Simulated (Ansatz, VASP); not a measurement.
## One calculation of Ni, two programs

INCAR

```
SYSTEM = Ni
PREC     = Accurate       ! precision mode
ENCUT    = 520            ! plane-wave cutoff, eV
EDIFF    = 1E-6           ! SCF threshold, eV
ISMEAR   = -1             ! smearing method
SIGMA    = 0.1            ! smearing width, eV
LREAL    = .FALSE.        ! projectors in reciprocal space
LASPH    = .TRUE.         ! aspherical terms in the spheres
NELM     = 150            ! most SCF steps
ALGO     = Normal         ! electronic algorithm
ISIF     = 2              ! what is computed and relaxed
LWAVE    = .FALSE.        ! write WAVECAR
LCHARG   = .FALSE.        ! write CHGCAR
ISPIN    = 2              ! spin polarisation
MAGMOM   = 1.5 1.5        ! initial moments
LORBIT   = 11             ! projections on sites
LMAXMIX  = 4              ! l up to which the mixer works
GGA      = PS             ! functional
NBANDS   = 21             ! bands
```

The input KPOINTS:

```
Automatic mesh
0
G
  15 15 8
  0 0 0
```

The input POSCAR:

```
Ni
1.0
    2.4480230000      0.0000000000      0.0000000000
   -1.2240110000      2.1200500000      0.0000000000
    0.0000000000      0.0000000000      4.0728080000
Ni
2
Direct
    0.3333333333      0.6666666667      0.2500000000
    0.6666666667      0.3333333333      0.7500000000
```

Input for Ansatz:

```yaml
crystal:
  lattice:
    - [2.448023, 0.0, 0.0]
    - [-1.224011, 2.12005, 0.0]
    - [0.0, 0.0, 4.072808]
  atoms:
    - { symbol: Ni, position: [0.3333333333333333, 0.6666666666666666, 0.25] }
    - { symbol: Ni, position: [0.6666666666666666, 0.3333333333333333, 0.75] }
kpoints:
  mp_grid:
    grid: [15, 15, 8]
hamiltonian:
  xc: pbesol
magnetization:
  spin_polarized: true
  per_species:
    Ni: 1.5
scf:
  occupations:
    method: fermi_dirac
    width: 0.1
output:
  stress: true
```

Alike in both runs: task single point; functional PBEsol; k mesh 15 × 15 × 8; occupations fermi-dirac, width 0.1 eV; collinear spin.

```csv
,VASP,Ansatz
version,VASP 6.6.1,Ansatz 0.2.0
potentials or method,"VASP PAW PBE potentials, release 64 (Ni)","plane waves, PAW"
plane-wave cutoff (eV),520,420
valence electrons in the cell,20,36
```

Ansatz gave:

| Quantity | Value |
| --- | --- |
| pressure (GPa) | -2.8 |
| traceless stress, the component that is largest in VASP (GPa) | -2.57 |
| net moment per atom (μB) | 0.63 |
| size of the moment on the site where the two differ most (μB) | 0.67 |

What did VASP give for the same quantities?

Pressure (GPa): -2.9; traceless stress, the component that is largest in VASP (GPa): -2.58; net moment per atom (μB): 0.62; size of the moment on the site where the two differ most (μB): 0.63.

VASP's potentials were made for PBE, not for PBEsol. Site moments also hang on the region over which each program counts them. The functional is the same, so the differences come from potentials, cutoffs and numerics. VASP's potentials hold 20 valence electrons a cell and Ansatz's 36, so a difference there can come from the potentials and not from the codes.
